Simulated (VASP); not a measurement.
# MgCd2O3 (P-3m1) in VASP: single point with PBE

Aim: the single point of MgCd2O3 with PBE.

All numbers are computed with VASP 6.6.1; they aren't measurements. Logs are shortened: lines on timing, memory, paths and dates and some standing lists are left out, and cuts for length are marked.

## Step 1: The cell of the first run

Symmetry: P-3m1, No. 164, trigonal system. Conventional cell: a = 3.237 Å, b = 3.237 Å, c = 8.090 Å, α = 90.00°, β = 90.00°, γ = 120.00°. Mg (site symmetry -3m) has 6 O at 2.19 Å within 2.9 Å. Within 3.5 Å of Cd (site symmetry 3m) lie 6 O at 2.35 to 2.38 Å and 3 Mg at 3.21 Å and 9 Cd at 3.24 to 3.42 Å. Within 3.0 Å of O (site symmetry 3m) lie 3 Mg at 2.19 Å and 3 Cd at 2.38 Å and 3 O at 2.96 Å. O (site symmetry -3m) has 6 Cd at 2.35 Å within 3.1 Å.

## Step 2: Single point, PBE

Input file INCAR:

```
SYSTEM = MgCd2O3
ALGO = Normal ; EDIFF = 1E-6
ENCUT = 840 ; GGA = PE
GGA_COMPAT = .False. ; ISIF = 2
ISMEAR = 0 ; LASPH = .True.
LCHARG = .False. ; LREAL = .False.
LWAVE = .False. ; NBANDS = 43
NELM = 120 ; PREC = Accurate
SIGMA = 0.1
```

Input file KPOINTS:

```
k-points
0
Gamma
  6 6 2
  0 0 0
```

Input file POSCAR:

```
MgCd2O3
1.0
    3.2374909446     -0.0000000027      0.0000000000
   -1.6187454700      2.8037494038      0.0000000000
    0.0000000000      0.0000000000      8.0897815657
Mg Cd O
1 2 3
Direct
    0.0000000000      0.0000000000      0.0000000000
    0.3333333333      0.6666666667      0.3231969991
    0.6666666667      0.3333333333      0.6768030009
    0.3333333333      0.6666666667      0.8585356029
    0.6666666667      0.3333333333      0.1414643971
    0.0000000000      0.0000000000      0.5000000000
```

Potentials or basis: VASP PAW PBE potentials, release 64 (Mg_sv, Cd_sv_GW, O).

Command:

```bash
> cat potpaw_PBE.64/Mg_sv/POTCAR potpaw_PBE.64/Cd_sv_GW/POTCAR potpaw_PBE.64/O/POTCAR > POTCAR
> mpirun -np 1 vasp_std > vasp.out
```

OUTCAR:

```text
SYSTEM = MgCd2O3
   EDIFF = 1E-6
   ENCUT = 840
   GGA = PE
   ISIF = 2
   ISMEAR = 0
   LASPH = .True.
   LREAL = .False.
   NELM = 120
   PREC = Accurate

 ion  position               nearest neighbor table
   1  0.000  0.000  0.000-
   2  0.333  0.667  0.323-
   3  0.667  0.333  0.677-
   4  0.333  0.667  0.859-
   5  0.667  0.333  0.141-
   6  0.000  0.000  0.500-

  LATTYP: Found a hexagonal cell.
 ALAT       =     3.2374909446
 C/A-ratio  =     2.4987812180

  Lattice vectors:

 A1 = (   3.2374909446,  -0.0000000027,   0.0000000000)
 A2 = (  -1.6187454700,   2.8037494038,   0.0000000000)
 A3 = (   0.0000000000,   0.0000000000,   8.0897815657)

Analysis of symmetry for initial positions (statically):
=====================================================================
 Subroutine PRICEL returns:
 Original cell was already a primitive cell.

 Routine SETGRP: Setting up the symmetry group for a
 hexagonal supercell.

 Subroutine GETGRP returns: Found 12 space group operations
 (whereof 12 operations were pure point group operations)
 out of a pool of 24 trial point group operations.

The static configuration has the point symmetry D_3d.

Analysis of symmetry for dynamics (positions and initial velocities):
=====================================================================
 Subroutine PRICEL returns:
 Original cell was already a primitive cell.

 Routine SETGRP: Setting up the symmetry group for a
 hexagonal supercell.

 Subroutine GETGRP returns: Found 12 space group operations
 (whereof 12 operations were pure point group operations)
 out of a pool of 24 trial point group operations.

The dynamic configuration has the point symmetry D_3d.

 Subroutine INISYM returns: Found 12 space group operations
 (whereof 12 operations are pure point group operations),
 and found     1 'primitive' translations

----------------------------------------------------------------------------------------

                                     Primitive cell

  volume of cell :      73.4319

  direct lattice vectors                    reciprocal lattice vectors
     3.237490945 -0.000000003  0.000000000     0.308881173  0.178332628  0.000000000
    -1.618745470  2.803749404  0.000000000     0.000000000  0.356665257  0.000000000
     0.000000000  0.000000000  8.089781566     0.000000000  0.000000000  0.123612732

  length of vectors
     3.237490945  3.237490945  8.089781566     0.356665257  0.356665257  0.123612732

  position of ions in fractional coordinates (direct lattice)
     0.000000000  0.000000000  0.000000000
     0.333333333  0.666666667  0.323196999
     0.666666667  0.333333333  0.676803001
     0.333333333  0.666666667  0.858535603
     0.666666667  0.333333333  0.141464397
     0.000000000  0.000000000  0.500000000

  ion indices of the primitive-cell ions
   primitive index   ion index
                 1           1
                 2           2
                 3           3
                 4           4
                 5           5
                 6           6

----------------------------------------------------------------------------------------

 KPOINTS: k-points

Automatic generation of k-mesh.
 Grid dimensions read from file:
 generate k-points for:    6    6    2

 Generating k-lattice:

  Cartesian coordinates                     Fractional coordinates (reciprocal lattice)
     0.051480195  0.029722105  0.000000000     0.166666667  0.000000000  0.000000000
     0.000000000  0.059444209  0.000000000     0.000000000  0.166666667  0.000000000
     0.000000000  0.000000000  0.061806366     0.000000000  0.000000000  0.500000000

  Length of vectors
     0.059444209  0.059444209  0.061806366

  Shift w.r.t. Gamma in fractional coordinates (k-lattice)
     0.000000000  0.000000000  0.000000000

 Subroutine IBZKPT returns following result:
 ===========================================

 Found     14 irreducible k-points:

 Following reciprocal coordinates:
            Coordinates               Weight
  0.000000  0.000000  0.000000      1.000000
  0.166667 -0.000000  0.000000      6.000000
  0.333333 -0.000000  0.000000      6.000000
  0.500000 -0.000000  0.000000      3.000000
  0.166667  0.166667  0.000000      6.000000
  0.333333  0.166667  0.000000     12.000000
  0.333333  0.333333  0.000000      2.000000
  0.000000  0.000000  0.500000      1.000000
  0.166667 -0.000000  0.500000      6.000000
  0.333333 -0.000000  0.500000      6.000000
  0.500000 -0.000000  0.500000      3.000000
  0.166667  0.166667  0.500000      6.000000
  0.333333  0.166667  0.500000     12.000000
  0.333333  0.333333  0.500000      2.000000
   k-points           NKPTS =     14   k-points in BZ     NKDIM =     14   number of bands    NBANDS=     43
   number of dos      NEDOS =    301   number of ions     NIONS =      6
   total plane-waves  NPLWV =  81920
   dimension x,y,z NGX =    32 NGY =   32 NGZ =   80
   dimension x,y,z NGXF=    64 NGYF=   64 NGZF=  160
   ions per type =               1   2   3
   NGX,Y,Z   is equivalent  to a cutoff of  16.43, 16.43, 16.44 a.u.
   NGXF,Y,Z  is equivalent  to a cutoff of  32.86, 32.86, 32.88 a.u.
 SYSTEM =  MgCd2O3
   PREC   = accura    normal or accurate (medium, high low for compatibility)
   ISTART =      0    job   : 0-new  1-cont  2-samecut
   ICHARG =      2    charge: 1-file 2-atom 10-const
   ISPIN  =      1    spin polarized calculation?
   LNONCOLLINEAR =      F non collinear calculations
   LSORBIT =      F    spin-orbit coupling
   LASPH  =      T    aspherical Exc in radial PAW
   ENCUT  =  840.0 eV  61.74 Ry    7.86 a.u.   7.65  7.65 19.12*2*pi/ulx,y,z
   NELM   =    120;   NELMIN=  2; NELMDL= -5     # of ELM steps
   EDIFF  = 0.1E-05   stopping-criterion for ELM
   LREAL  =      F    real-space projection
   EDIFFG = 0.1E-04   stopping-criterion for IOM
   NSW    =      0    number of steps for IOM
   IBRION =     -1    ionic relax: 0-MD 1-quasi-New 2-CG
   NFREE  =      0    steps in history (QN), initial steepest desc. (CG)
   ISIF   =      2    stress and relaxation
   ISYM   =      2    0-nonsym 1-usesym 2-fastsym
   POTIM  = 0.5000    time-step for ionic-motion
   TEBEG  =    0.0;   TEEND  =   0.0 temperature during run
   PSTRESS=    0.0 pullay stress
   NELECT =      68.0000    total number of electrons
   NUPDOWN=      -1.0000    fix difference up-down
   EMIN   =  10.00;   EMAX   =-10.00  energy-range for DOS
   EFERMI =   0.00;   METHOD = LEGACY
   ISMEAR =     0;   SIGMA  =   0.10  broadening in eV -4-tet -1-fermi 0-gaus
   EFERMI_NEDOS =   21; number of points for ismear=-14 and -15
   IALGO  =     38    algorithm
   IMIX   =      4    mixing-type and parameters
     AMIX     =   0.40;   BMIX     =  1.00
     AMIX_MAG =   1.60;   BMIX_MAG =  1.00
  volume/ion in A,a.u.               =      12.24        82.59
  Fermi-wavevector in a.u.,A,eV,Ry     =   1.595694  3.015424 34.643690  2.546239
  Thomas-Fermi vector in A             =   2.693573
   LORBIT       =      0    0 simple, 1 ext, 2 COOP (PROOUT), +10 PAW based schemes
   GGA     = PE    functional components
   LHFCALC =     F    Hartree Fock is set to
   AEXX    =    0.0000 exact exchange contribution
   IVDW    =     0    specifies the selected vdW correction
   LEPSILON=     F    determine dielectric tensor
   LRPA    =     F    only Hartree local field effects (RPA)
 non-spin polarized calculation
 Gauss-broadening in eV      SIGMA  =   0.10
  energy-cutoff  :      840.00
  volume of cell :       73.43
 maximum number of plane-waves:      4101
 NGX is ok and might be reduce to    32
   NGX = 15   NGY = 15   NGZ = 39

 number of electron      67.9999999 magnetization

 Free energy of the ion-electron system (eV)
  ---------------------------------------------------
  ext. energy  EPLUGINS =         0.00000000
  ---------------------------------------------------
  free energy    TOTEN  =       -27.27352938 eV

  energy without entropy =      -27.27352893  energy(sigma->0) =      -27.27352915

 E-fermi :   4.3708     XC(G=0): -11.5595

 val. band max:        4.0561768521   @ k =   0.5000  -0.0000   0.5000
 cond. band min:       4.6573791493   @ k =   0.0000   0.0000   0.0000
 fundamental gap:      0.6012022972
 Fermi energy:         4.3707832499

 k-point     1 :       0.0000    0.0000    0.0000
  band No.  band energies     occupation
      1     -96.2536      2.00000
      2     -96.2533      2.00000
      3     -69.0541      2.00000
      4     -57.3493      2.00000
      5     -57.3493      2.00000
      6     -57.3486      2.00000
[... 35 lines left out ...]
     42      18.1891      0.00000
     43      18.1892      0.00000

 k-point     2 :       0.1667   -0.0000    0.0000
  band No.  band energies     occupation
      1     -96.2533      2.00000
      2     -96.2531      2.00000
      3     -69.0536      2.00000
      4     -57.3537      2.00000
      5     -57.3530      2.00000
      6     -57.3505      2.00000
[... 35 lines left out ...]
     42      17.1089      0.00000
     43      17.7179      0.00000

 k-point     3 :       0.3333   -0.0000    0.0000
  band No.  band energies     occupation
      1     -96.2527      2.00000
      2     -96.2526      2.00000
      3     -69.0527      2.00000
      4     -57.3627      2.00000
      5     -57.3619      2.00000
      6     -57.3530      2.00000
[... 35 lines left out ...]
     42      15.3068      0.00000
     43      17.1009      0.00000

 k-point     4 :       0.5000   -0.0000    0.0000
  band No.  band energies     occupation
      1     -96.2524      2.00000
      2     -96.2524      2.00000
      3     -69.0523      2.00000
      4     -57.3672      2.00000
      5     -57.3664      2.00000
      6     -57.3542      2.00000
[... 35 lines left out ...]
     42      15.2245      0.00000
     43      16.6702      0.00000

 k-point     5 :       0.1667    0.1667    0.0000
  band No.  band energies     occupation
      1     -96.2529      2.00000
      2     -96.2527      2.00000
      3     -69.0529      2.00000
      4     -57.3594      2.00000
      5     -57.3592      2.00000
      6     -57.3530      2.00000
[... 35 lines left out ...]
     42      15.1948      0.00000
     43      16.3796      0.00000

 k-point     6 :       0.3333    0.1667    0.0000
  band No.  band energies     occupation
      1     -96.2524      2.00000
      2     -96.2523      2.00000
      3     -69.0522      2.00000
      4     -57.3649      2.00000
      5     -57.3642      2.00000
      6     -57.3563      2.00000
[... 35 lines left out ...]
     42      14.5322      0.00000
     43      14.9975      0.00000

 k-point     7 :       0.3333    0.3333    0.0000
  band No.  band energies     occupation
      1     -96.2522      2.00000
      2     -96.2522      2.00000
      3     -69.0520      2.00000
      4     -57.3624      2.00000
      5     -57.3616      2.00000
      6     -57.3616      2.00000
[... 35 lines left out ...]
     42      14.4789      0.00000
     43      14.5039      0.00000

 k-point     8 :       0.0000    0.0000    0.5000
  band No.  band energies     occupation
      1     -96.2536      2.00000
      2     -96.2533      2.00000
      3     -69.0541      2.00000
      4     -57.3493      2.00000
      5     -57.3493      2.00000
      6     -57.3486      2.00000
[... 35 lines left out ...]
     42      17.1779      0.00000
     43      18.7541      0.00000

 k-point     9 :       0.1667   -0.0000    0.5000
  band No.  band energies     occupation
      1     -96.2533      2.00000
      2     -96.2531      2.00000
      3     -69.0536      2.00000
      4     -57.3537      2.00000
      5     -57.3530      2.00000
      6     -57.3505      2.00000
[... 35 lines left out ...]
     42      17.3142      0.00000
     43      17.4756      0.00000

 k-point    10 :       0.3333   -0.0000    0.5000
  band No.  band energies     occupation
      1     -96.2527      2.00000
      2     -96.2526      2.00000
      3     -69.0527      2.00000
      4     -57.3627      2.00000
      5     -57.3619      2.00000
      6     -57.3530      2.00000
[... 35 lines left out ...]
     42      15.6466      0.00000
     43      17.4058      0.00000

 k-point    11 :       0.5000   -0.0000    0.5000
  band No.  band energies     occupation
      1     -96.2524      2.00000
      2     -96.2523      2.00000
      3     -69.0523      2.00000
      4     -57.3672      2.00000
      5     -57.3664      2.00000
      6     -57.3542      2.00000
[... 35 lines left out ...]
     42      14.7787      0.00000
     43      16.4150      0.00000

 k-point    12 :       0.1667    0.1667    0.5000
  band No.  band energies     occupation
      1     -96.2529      2.00000
      2     -96.2527      2.00000
      3     -69.0529      2.00000
      4     -57.3594      2.00000
      5     -57.3592      2.00000
      6     -57.3530      2.00000
[... 35 lines left out ...]
     42      16.0604      0.00000
     43      16.2930      0.00000

 k-point    13 :       0.3333    0.1667    0.5000
  band No.  band energies     occupation
      1     -96.2524      2.00000
      2     -96.2523      2.00000
      3     -69.0523      2.00000
      4     -57.3649      2.00000
      5     -57.3642      2.00000
      6     -57.3563      2.00000
[... 35 lines left out ...]
     42      15.0171      0.00000
     43      15.1527      0.00000

 k-point    14 :       0.3333    0.3333    0.5000
  band No.  band energies     occupation
      1     -96.2523      2.00000
      2     -96.2523      2.00000
      3     -69.0520      2.00000
      4     -57.3624      2.00000
      5     -57.3616      2.00000
      6     -57.3616      2.00000
[... 35 lines left out ...]
     42      14.9954      0.00000
     43      14.9954      0.00000

------------------------ aborting loop because EDIFF is reached ----------------------------------------

  FORCE on cell =-STRESS in cart. coord.  units (eV):
  Direction    XX          YY          ZZ          XY          YZ          ZX
  --------------------------------------------------------------------------------------
  -------------------------------------------------------------------------------------
  Total       -0.0542997     -0.0542997     -0.0805625      0.0000000     -0.0000000      0.0000000
  in kB       -1.1847400     -1.1847400     -1.7577570      0.0000000     -0.0000000      0.0000000
  external PRESSURE =      -1.3757457 kB  Pullay stress =       0.0000000 kB

 VOLUME and BASIS-vectors are now :
 -----------------------------------------------------------------------------
  energy-cutoff  :      840.00
  volume of cell :       73.43
      direct lattice vectors                 reciprocal lattice vectors
     3.237490945 -0.000000003  0.000000000     0.308881173  0.178332628  0.000000000
    -1.618745470  2.803749404  0.000000000     0.000000000  0.356665257  0.000000000
     0.000000000  0.000000000  8.089781566     0.000000000  0.000000000  0.123612732

 POSITION                                       TOTAL-FORCE (eV/Angst)
 -----------------------------------------------------------------------------------
      0.00000      0.00000      0.00000        -0.000000      0.000000     -0.000000
      0.00000      1.86917      2.61459        -0.000000     -0.000000      0.007818
      1.61875      0.93458      5.47519         0.000000      0.000000     -0.007818
      0.00000      1.86917      6.94537        -0.000000      0.000000     -0.001774
      1.61875      0.93458      1.14442         0.000000     -0.000000      0.001774
      0.00000      0.00000      4.04489        -0.000000      0.000000     -0.000000
 -----------------------------------------------------------------------------------
    total drift:                                0.000000      0.000000      0.000000

  FREE ENERGIE OF THE ION-ELECTRON SYSTEM (eV)
  ---------------------------------------------------
  free  energy   TOTEN  =       -27.2735293756 eV

  energy  without entropy=      -27.2735289289  energy(sigma->0) =      -27.27352915
```

Run time: 71 s. Hardware: 1 thread of Intel Xeon 6975P-C (Granite Rapids), shared host; peak memory 0.32 GiB.

Results:

| Property | Result |
| --- | --- |
| Free energy | -27.2735 eV |
| Pressure | -0.1 GPa |
| Largest force | 0.008 eV/Å |
| Band gap on the k mesh | 0.60 eV |

Forces in eV/Å, atoms in the order of the input:
```
Mg   0.000  0.000  0.000
Cd   0.000  0.000  0.008
Cd   0.000  0.000 -0.008
O    0.000  0.000 -0.002
O    0.000  0.000  0.002
O    0.000  0.000  0.000
```

Caveat: semilocal functionals underestimate gaps, and a narrow one can read as zero.
